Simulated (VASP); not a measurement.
# Sn3TeO2 (P-6m2) in VASP: further runs, part 2 of 3

VASP 6.6.1. Earlier steps stand in the parts before.

### Step 3. Single point, PBE

This run uses another cell than the first one, of 22.48 Å³/atom.

Contents of INCAR:

```
PREC = Accurate ; ENCUT = 520
EDIFF = 1E-6 ; ISMEAR = 0
SIGMA = 0.1 ; LREAL = False
LASPH = True ; NELM = 100
ALGO = Normal ; ISIF = 2
LWAVE = False ; LCHARG = True
GGA = PE ; LELF = True
LVHAR = True ; NBANDS = 39
```

Contents of KPOINTS:

```
Automatic mesh
0
Gamma
  6 6 2
```

Contents of POSCAR:

```
Sn3TeO2
1.0
    4.2681004600      0.0000000000      0.0000000000
   -2.1340502300      3.6962834300      0.0000000000
    0.0000000000      0.0000000000      8.5483777100
Sn Te O
3 1 2
Direct
    0.0000000000      0.0000000000      0.5000000000
    0.3333333300      0.6666666700      0.0000000000
    0.3333333300      0.6666666700      0.5000000000
    0.0000000000      0.0000000000      0.0000000000
    0.6666666700      0.3333333300      0.2376510100
    0.6666666700      0.3333333300      0.7623489900
```

Potentials or basis: VASP PAW PBE potentials, release 64 (Sn_d, Te, O).

Command:

```bash
cat potpaw_PBE.64/Sn_d/POTCAR potpaw_PBE.64/Te/POTCAR potpaw_PBE.64/O/POTCAR > POTCAR
mpirun -np 1 vasp_std > vasp.out
```

OUTCAR:

```text
PREC = Accurate
   ENCUT = 520
   EDIFF = 1E-6
   ISMEAR = 0
   LREAL = False
   LASPH = True
   NELM = 100
   ISIF = 2
   GGA = PE

 ion  position               nearest neighbor table
   1  0.000  0.000  0.500-   3 2.46   3 2.46   3 2.46
   2  0.333  0.667  0.000-   4 2.46   4 2.46   4 2.46
   3  0.333  0.667  0.500-   1 2.46   1 2.46   1 2.46
   4  0.000  0.000  0.000-   2 2.46   2 2.46   2 2.46
   5  0.667  0.333  0.238-
   6  0.667  0.333  0.762-

  LATTYP: Found a hexagonal cell.
 ALAT       =     4.2681004600
 C/A-ratio  =     2.0028529764

  Lattice vectors:

 A1 = (   4.2681004600,   0.0000000000,   0.0000000000)
 A2 = (  -2.1340502300,   3.6962834300,   0.0000000000)
 A3 = (   0.0000000000,   0.0000000000,   8.5483777100)

Analysis of symmetry for initial positions (statically):
=====================================================================
 Subroutine PRICEL returns:
 Original cell was already a primitive cell.

 Routine SETGRP: Setting up the symmetry group for a
 hexagonal supercell.

[... 163 lines left out ...]

 E-fermi :   5.9886     XC(G=0):  -9.7903

 val. band max:        5.9588480009   @ k =   0.0000   0.0000   0.5000
 cond. band min:       6.0884362750   @ k =   0.3333   0.3333   0.5000
 fundamental gap:      0.1295882741
 Fermi energy:         5.9885893304

 k-point     1 :       0.0000    0.0000    0.0000
  band No.  band energies     occupation
      1     -16.7830      2.00000
      2     -16.7830      2.00000
      3     -16.7319      2.00000
      4     -16.5991      2.00000
      5     -16.5991      2.00000
      6     -16.2201      2.00000
[... 577 lines left out ...]
     38      12.6801      0.00000
     39      12.9878      0.00000

------------------------ aborting loop because EDIFF is reached ----------------------------------------

  FORCE on cell =-STRESS in cart. coord.  units (eV):
  Direction    XX          YY          ZZ          XY          YZ          ZX
  --------------------------------------------------------------------------------------
  -------------------------------------------------------------------------------------
  Total       25.9116332     25.9116333     -9.2438280      0.0000000     -0.0000000      0.0000000
  in kB      307.8376737    307.8376747   -109.8193421      0.0000000     -0.0000000      0.0000000
  external PRESSURE =     168.6186688 kB  Pullay stress =       0.0000000 kB

 VOLUME and BASIS-vectors are now :
 -----------------------------------------------------------------------------
  energy-cutoff  :      520.00
  volume of cell :      134.86
      direct lattice vectors                 reciprocal lattice vectors
     4.268100460  0.000000000  0.000000000     0.234296266  0.135271012  0.000000000
    -2.134050230  3.696283430  0.000000000     0.000000000  0.270542024  0.000000000
     0.000000000  0.000000000  8.548377710     0.000000000  0.000000000  0.116981261

 POSITION                                       TOTAL-FORCE (eV/Angst)
 -----------------------------------------------------------------------------------
      0.00000      0.00000      4.27419         0.000000      0.000000      0.000000
     -0.00000      2.46419      0.00000         0.000000     -0.000000      0.000000
     -0.00000      2.46419      4.27419         0.000000     -0.000000      0.000000
      0.00000      0.00000      0.00000         0.000000     -0.000000      0.000000
      2.13405      1.23209      2.03153        -0.000000     -0.000000     -0.243619
      2.13405      1.23209      6.51685        -0.000000     -0.000000      0.243619
 -----------------------------------------------------------------------------------
    total drift:                               -0.000034      0.000019     -0.000000

  FREE ENERGIE OF THE ION-ELECTRON SYSTEM (eV)
  ---------------------------------------------------
  free  energy   TOTEN  =       -17.9703131059 eV

  energy  without entropy=      -17.9596029892  energy(sigma->0) =      -17.96495805
```

Run time: 2.6 min. Hardware: 1 thread of Oxide Virtual Turin-like, shared host; peak memory 0.24 GiB.

Results:

```
Free energy            : -17.9703 eV
Pressure               : 16.9 GPa
Largest force          : 0.244 eV/Å
Band gap on the k mesh : zero (bands 30 and 31 overlap by 0.54 eV)
```

Forces on the atoms (eV/Å):
```
Sn   0.000  0.000  0.000
Sn   0.000  0.000  0.000
Sn   0.000  0.000  0.000
Te   0.000  0.000  0.000
O    0.000  0.000 -0.244
O    0.000  0.000  0.244
```

Levels at points of the mesh, in eV from the Fermi level:
```csv
k point,band 28,band 29,band 30,band 31,band 32,band 33
"(0.00, 0.00, 0.00)",-0.99,-0.87,-0.42,-0.42,0.67,1.03
"(0.50, 0.00, 0.00)",-0.96,-0.76,-0.32,0.50,0.63,1.41
"(0.00, 0.00, 0.50)",-1.07,-0.45,-0.43,-0.43,-0.03,0.96
"(0.50, 0.00, 0.50)",-0.77,-0.63,-0.09,0.72,1.29,1.38
```

Caveat: the k points lie up to 0.37 Å⁻¹ apart, too coarse for converged energies and pressures of a metal; semilocal functionals underestimate gaps, and a narrow one can read as zero; spin-orbit coupling is left out, which moves the levels of the heavy elements.

### Step 4. Single point, PBE

This run uses another cell than the first one, of 24.76 Å³/atom.

Contents of INCAR:

```
ALGO = Fast
EDIFF = 1E-6
ENCUT = 520
GGA = PE
ISIF = 2
ISMEAR = 0
LASPH = True
LCHARG = True
LELF = True
LREAL = False
LVHAR = True
LWAVE = False
NBANDS = 39
NELM = 80
PREC = Accurate
SIGMA = 0.1
```

Contents of KPOINTS:

```
k-points
0
Gamma
  6 6 4
```

Contents of POSCAR:

```
Sn3TeO2
1.0
    5.1847678626      0.0000000000      0.0000000000
   -2.5923839313      4.4901406817      0.0000000000
    0.0000000000      0.0000000000      6.3819564391
Sn Te O
3 1 2
Direct
    0.0000000000      0.0000000000      0.5000000000
    0.3333333333      0.6666666667      0.0000000000
    0.3333333333      0.6666666667      0.5000000000
    0.0000000000      0.0000000000      0.0000000000
    0.6666666667      0.3333333333      0.3939621398
    0.6666666667      0.3333333333      0.6060378602
```

Command:

```bash
cat potpaw_PBE.64/Sn_d/POTCAR potpaw_PBE.64/Te/POTCAR potpaw_PBE.64/O/POTCAR > POTCAR
mpirun -np 1 vasp_std > vasp.out
```

It took 3.2 min on 1 thread of Oxide Virtual Turin-like, shared host; peak memory 0.28 GiB.

It converged, with:

```
Free energy            : -24.3259 eV
Pressure               : 0.2 GPa
Largest force          : 0.419 eV/Å
Band gap on the k mesh : zero (bands 30 and 31 overlap by 0.58 eV)
```

Forces on the atoms (eV/Å):
```
Sn   0.000  0.000  0.000
Sn   0.000  0.000  0.000
Sn   0.000  0.000  0.000
Te   0.000  0.000  0.000
O    0.000  0.000 -0.419
O    0.000  0.000  0.419
```

Stress tensor (GPa, compression positive):
```
0.02 0.00 0.00
0.00 0.02 0.00
0.00 0.00 0.48
```

Levels at points of the mesh, in eV from the Fermi level:
```csv
k point,band 28,band 29,band 30,band 31,band 32,band 33
"(0.00, 0.00, 0.00)",-0.35,-0.30,-0.30,-0.26,-0.26,1.79
"(0.50, 0.00, 0.00)",-1.12,-0.33,0.04,0.18,1.95,3.19
"(0.00, 0.00, 0.50)",-0.81,-0.81,-0.38,-0.38,0.04,2.03
"(0.50, 0.00, 0.50)",-0.66,-0.31,-0.16,1.12,1.63,2.03
```

Caveat: semilocal functionals underestimate gaps, and a narrow one can read as zero; spin-orbit coupling is left out, which moves the levels of the heavy elements.

### Step 5. Relaxation of cell and atoms, PBE

Contents of INCAR:

```
PREC = Accurate
ENCUT = 600
EDIFF = 1E-6
ISMEAR = 0
SIGMA = 0.1
LREAL = False
LASPH = True
NELM = 60
ALGO = Fast
ISIF = 3
LWAVE = False
LCHARG = False
GGA = PE
IBRION = 2
NSW = 90
EDIFFG = -0.04
```

Contents of KPOINTS:

```
Automatic mesh
0
Gamma
  6 6 4
```

Contents of POSCAR:

```
Sn3TeO2
1.0
    4.8510678386      0.0000000000      0.0000000000
   -2.4255339193      4.2011479837      0.0000000000
    0.0000000000      0.0000000000      6.3930904812
Sn Te O
3 1 2
Direct
    0.0000000000      0.0000000000      0.5000000000
    0.3333333333      0.6666666667      0.0000000000
    0.3333333333      0.6666666667      0.5000000000
    0.0000000000      0.0000000000      0.0000000000
    0.6666666667      0.3333333333      0.2772415464
    0.6666666667      0.3333333333      0.7227584536
```

Potentials or basis: VASP PAW PBE potentials, release 64 (Sn_d, Te, O).

Command:

```bash
cat potpaw_PBE.64/Sn_d/POTCAR potpaw_PBE.64/Te/POTCAR potpaw_PBE.64/O/POTCAR > POTCAR
mpirun -np 1 vasp_std > vasp.out
```

OUTCAR:

```text
PREC = Accurate
   ENCUT = 600
   EDIFF = 1E-6
   ISMEAR = 0
   LREAL = False
   LASPH = True
   NELM = 60
   ISIF = 3
   GGA = PE
   IBRION = 2
   NSW = 90
   EDIFFG = -0.04

 ion  position               nearest neighbor table
   1  0.000  0.000  0.500-   3 2.80   3 2.80   3 2.80   4 3.20   4 3.20
   2  0.333  0.667  0.000-   4 2.80   4 2.80   4 2.80   3 3.20   3 3.20
   3  0.333  0.667  0.500-   1 2.80   1 2.80   1 2.80   2 3.20   2 3.20
   4  0.000  0.000  0.000-   2 2.80   2 2.80   2 2.80   1 3.20   1 3.20
   5  0.667  0.333  0.277-
   6  0.667  0.333  0.723-

  LATTYP: Found a hexagonal cell.
 ALAT       =     4.8510678386
 C/A-ratio  =     1.3178728259

  Lattice vectors:

 A1 = (   4.8510678386,   0.0000000000,   0.0000000000)
 A2 = (  -2.4255339193,   4.2011479837,   0.0000000000)
 A3 = (   0.0000000000,   0.0000000000,   6.3930904812)

Analysis of symmetry for initial positions (statically):
=====================================================================
 Subroutine PRICEL returns:
 Original cell was already a primitive cell.

 Routine SETGRP: Setting up the symmetry group for a
 hexagonal supercell.

 Subroutine GETGRP returns: Found 12 space group operations
 (whereof 12 operations were pure point group operations)
 out of a pool of 24 trial point group operations.

The static configuration has the point symmetry D_3h.

Analysis of symmetry for dynamics (positions and initial velocities):
=====================================================================
 Subroutine PRICEL returns:
 Original cell was already a primitive cell.

 Routine SETGRP: Setting up the symmetry group for a
 hexagonal supercell.

 Subroutine GETGRP returns: Found 12 space group operations
 (whereof 12 operations were pure point group operations)
 out of a pool of 24 trial point group operations.

The dynamic configuration has the point symmetry D_3h.

[... 109 lines left out ...]
   ISYM   =      2    0-nonsym 1-usesym 2-fastsym
   POTIM  = 0.5000    time-step for ionic-motion
   TEBEG  =    0.0;   TEEND  =   0.0 temperature during run
   PSTRESS=    0.0 pullay stress
   NELECT =      60.0000    total number of electrons
   NUPDOWN=      -1.0000    fix difference up-down
   EMIN   =  10.00;   EMAX   =-10.00  energy-range for DOS
   EFERMI =   0.00;   METHOD = LEGACY
   ISMEAR =     0;   SIGMA  =   0.10  broadening in eV -4-tet -1-fermi 0-gaus
   EFERMI_NEDOS =   21; number of points for ismear=-14 and -15
   IALGO  =     68    algorithm
   IMIX   =      4    mixing-type and parameters
     AMIX     =   0.40;   BMIX     =  1.00
     AMIX_MAG =   1.60;   BMIX_MAG =  1.00
  volume/ion in A,a.u.               =      21.72       146.54
  Fermi-wavevector in a.u.,A,eV,Ry     =   1.264212  2.389014 21.745261  1.598232
  Thomas-Fermi vector in A             =   2.397529
   LORBIT       =      0    0 simple, 1 ext, 2 COOP (PROOUT), +10 PAW based schemes
   GGA     = PE    functional components
   LHFCALC =     F    Hartree Fock is set to
   AEXX    =    0.0000 exact exchange contribution
   IVDW    =     0    specifies the selected vdW correction
   LEPSILON=     F    determine dielectric tensor
   LRPA    =     F    only Hartree local field effects (RPA)
 conjugate gradient relaxation of ions
 non-spin polarized calculation
 RMM-DIIS sequential band-by-band and
 Gauss-broadening in eV      SIGMA  =   0.10
  energy-cutoff  :      600.00
  volume of cell :      130.29
 maximum number of plane-waves:      4430
 NGX is ok and might be reduce to    40
   NGX = 19   NGY = 19   NGZ = 25

--------------------------------------- Ionic step        1  -------------------------------------------

 number of electron      60.0000010 magnetization

 Free energy of the ion-electron system (eV)
  ---------------------------------------------------
  ext. energy  EPLUGINS =         0.00000000
  ---------------------------------------------------
  free energy    TOTEN  =       -22.25332688 eV

  energy without entropy =      -22.22474360  energy(sigma->0) =      -22.23903524

------------------------ aborting loop because EDIFF is reached ----------------------------------------

  FORCE on cell =-STRESS in cart. coord.  units (eV):
  Direction    XX          YY          ZZ          XY          YZ          ZX
  --------------------------------------------------------------------------------------
  -------------------------------------------------------------------------------------
  Total        0.1087743      0.1087743     -1.2325444      0.0000000      0.0000000      0.0000000
  in kB        1.3375824      1.3375824    -15.1564322      0.0000000      0.0000000      0.0000000
  external PRESSURE =      -4.1604225 kB  Pullay stress =       0.0000000 kB
[... 67 lines left out ...]
--------------------------------------- Ionic step        3  -------------------------------------------

 number of electron      59.9999997 magnetization

 Free energy of the ion-electron system (eV)
  ---------------------------------------------------
  ext. energy  EPLUGINS =         0.00000000
  ---------------------------------------------------
  free energy    TOTEN  =       -22.26446391 eV

  energy without entropy =      -22.23056757  energy(sigma->0) =      -22.24751574

 E-fermi :   6.3310     XC(G=0): -10.2550

 val. band max:        6.3150267887   @ k =   0.3333   0.0000   0.0000
 cond. band min:       6.3446808238   @ k =   0.3333   0.0000   0.2500
 fundamental gap:      0.0296540351
 Fermi energy:         6.3309681462

 k-point     1 :       0.0000    0.0000    0.0000
  band No.  band energies     occupation
      1     -15.3300      2.00000
      2     -15.2170      2.00000
      3     -15.2170      2.00000
      4     -15.2031      2.00000
      5     -15.2031      2.00000
      6     -15.1816      2.00000
[... 841 lines left out ...]
  FREE ENERGIE OF THE ION-ELECTRON SYSTEM (eV)
  ---------------------------------------------------
  free  energy   TOTEN  =       -22.2644639094 eV

  energy  without entropy=      -22.2305675656  energy(sigma->0) =      -22.24751574

 reached required accuracy - stopping structural energy minimisation
```

OSZICAR:

```text
N       E                     dE             d eps       ncg     rms          rms(c)
DAV:   1     0.710382491190E+03    0.71038E+03   -0.31662E+04  1552   0.253E+03
DAV:   2     0.996460017415E+02   -0.61074E+03   -0.59821E+03  1528   0.653E+02
DAV:   3    -0.184792399783E+02   -0.11813E+03   -0.11437E+03  1796   0.223E+02
[... 30 lines left out ...]
RMM:   5    -0.222644339847E+02    0.26752E-03   -0.29538E-03  1824   0.360E-01    0.677E-02
RMM:   6    -0.222644547888E+02   -0.20804E-04   -0.89454E-04  2053   0.186E-01    0.349E-02
RMM:   7    -0.222644615204E+02   -0.67316E-05   -0.12342E-04  2095   0.803E-02    0.135E-02
RMM:   8    -0.222644638173E+02   -0.22969E-05   -0.31128E-05  2003   0.354E-02    0.447E-03
RMM:   9    -0.222644639094E+02   -0.92086E-07   -0.40210E-06  1179   0.142E-02
   3 F= -.22264464E+02 E0= -.22247516E+02  d E =-.111370E-01
```

CONTCAR:

```text
Sn3TeO2
   1.00000000000000
     4.8587104214546759    0.0000000000000000    0.0000000000000000
    -2.4293552107273380    4.2077666546026338   -0.0000000000000000
     0.0000000000000000    0.0000000000000000    6.2789630364972195
  Sn              Te              O
     3     1     2
Direct
     0.0000000000000000    0.0000000000000000    0.5000000000000000
     0.3333333332999970    0.6666666667000030    1.0000000000000000
     0.3333333332999970    0.6666666667000030    0.5000000000000000
     0.0000000000000000    0.0000000000000000    1.0000000000000000
     0.6666666667000030    0.3333333332999970    0.2776419640221680
     0.6666666667000030    0.3333333332999970    0.7223580359778320

  0.00000000E+00  0.00000000E+00  0.00000000E+00
  0.00000000E+00  0.00000000E+00  0.00000000E+00
  0.00000000E+00  0.00000000E+00  0.00000000E+00
  0.00000000E+00  0.00000000E+00  0.00000000E+00
  0.00000000E+00  0.00000000E+00  0.00000000E+00
  0.00000000E+00  0.00000000E+00  0.00000000E+00
```

Run time: 10 min. Hardware: 1 thread of Oxide Virtual Turin-like, shared host; peak memory 0.32 GiB.

What came out:

```yaml
Free_energy: -22.2645 eV
Relaxed_volume: 21.39 Å³/atom
Relaxed_cell: a = 4.859 Å, b = 4.859 Å, c = 6.279 Å, α = 90.00°, β = 90.00°, γ = 120.00°
Space_group_after_relaxing_to_0.1_Å: P-6m2 (No. 187)
Energy_gained_by_relaxing: 1.9 meV/atom
Ionic_steps: 3
Pressure_after_relaxing: 0.2 GPa
Largest_force_after_relaxing: 0.040 eV/Å
Band_gap_on_the_k_mesh: zero (bands 30 and 31 overlap by 1.42 eV)
```

Forces in eV/Å, atoms in the order of the input:
```
Sn   0.000  0.000  0.000
Sn   0.000  0.000  0.000
Sn   0.000  0.000  0.000
Te   0.000  0.000  0.000
O    0.000  0.000  0.040
O    0.000  0.000 -0.040
```

Step by step:
```tsv
step	energy change (eV)	largest force (eV/Å)	pressure (GPa)	volume (Å³)
1	0.0000	0.0293	-0.42	130.29
2	-0.0090	0.0338	-0.11	129.23
3	-0.0111	0.0399	0.19	128.37
```

Final structure:
```cif
data_structure
_symmetry_space_group_name_H-M 'P 1'
_symmetry_Int_Tables_number 1
_cell_length_a 4.8587
_cell_length_b 4.8587
_cell_length_c 6.2790
_cell_angle_alpha 90.000
_cell_angle_beta 90.000
_cell_angle_gamma 120.000
_cell_volume 128.37
loop_
_atom_site_label
_atom_site_type_symbol
_atom_site_fract_x
_atom_site_fract_y
_atom_site_fract_z
_atom_site_occupancy
Sn1 Sn 0.00000 0.00000 0.50000 1
Sn2 Sn 0.33333 0.66667 0.00000 1
Sn3 Sn 0.33333 0.66667 0.50000 1
Te1 Te 0.00000 0.00000 0.00000 1
O1 O 0.66667 0.33333 0.27764 1
O2 O 0.66667 0.33333 0.72236 1
```

Levels at points of the mesh, in eV from the Fermi level:
| k point | band 28 | band 29 | band 30 | band 31 | band 32 | band 33 |
| --- | --- | --- | --- | --- | --- | --- |
| (0.00, 0.00, 0.00) | -1.17 | -0.97 | -0.37 | -0.37 | -0.19 | 0.07 |
| (0.50, 0.00, 0.00) | -0.67 | -0.36 | -0.05 | 0.15 | 0.47 | 3.14 |
| (0.00, 0.00, 0.50) | -1.51 | -1.05 | -0.90 | -0.90 | -0.14 | 0.36 |
| (0.50, 0.00, 0.50) | -0.61 | -0.23 | 0.52 | 0.65 | 1.54 | 1.72 |

Caveat: spin-orbit coupling is left out, which moves the levels of the heavy elements.

[end of part 2 of 3]

The gap in the log of VASP goes by the Fermi energy; the results here count the filled bands.